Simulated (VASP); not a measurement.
Here is a VASP 6.6.1 calculation.

The input INCAR:

```
SYSTEM = InTe4
  PREC = Accurate
  ENCUT = 520
  EDIFF = 1E-6
  ISMEAR = 0
  SIGMA = 0.1
  LREAL = .False.
  LASPH = .True.
  NELM = 80
  ALGO = Normal
  ISIF = 2
  LWAVE = .False.
  LCHARG = .True.
  GGA = PE
  LELF = .True.
  LVHAR = .True.
  NBANDS = 26
```

File KPOINTS:

```
regular mesh
0
Gamma
  3 3 4
  0 0 0
```

Contents of POSCAR:

```
InTe4
1.0
    6.4269014859      0.0000000000      0.0000000000
   -3.2134507430      5.5658599544      0.0000000000
    0.0000000000      0.0000000000      5.9459842559
In Te
1 4
Direct
    0.0000000000      0.0000000000      0.5000000000
    0.5000000000      0.0000000000      0.0000000000
    0.0000000000      0.5000000000      0.0000000000
    0.5000000000      0.5000000000      0.0000000000
    0.0000000000      0.0000000000      0.0000000000
```

Potentials or basis: VASP PAW PBE potentials, release 64 (In_d, Te).

Launch:

```sh
$ cat potpaw_PBE.64/In_d/POTCAR potpaw_PBE.64/Te/POTCAR > POTCAR
$ mpirun -np 1 vasp_std > vasp.out
```

Problem. What does it give for the band gap on the k mesh?

Solution. Zero (an odd number of electrons rules out a gap without spin polarisation).

Problem. Predict the pressure.

Solution. 0.1 GPa.

Caveat: the k points lie up to 0.38 Å⁻¹ apart, too coarse for converged energies and pressures of a metal; spin-orbit coupling is left out, which moves the levels of the heavy elements.
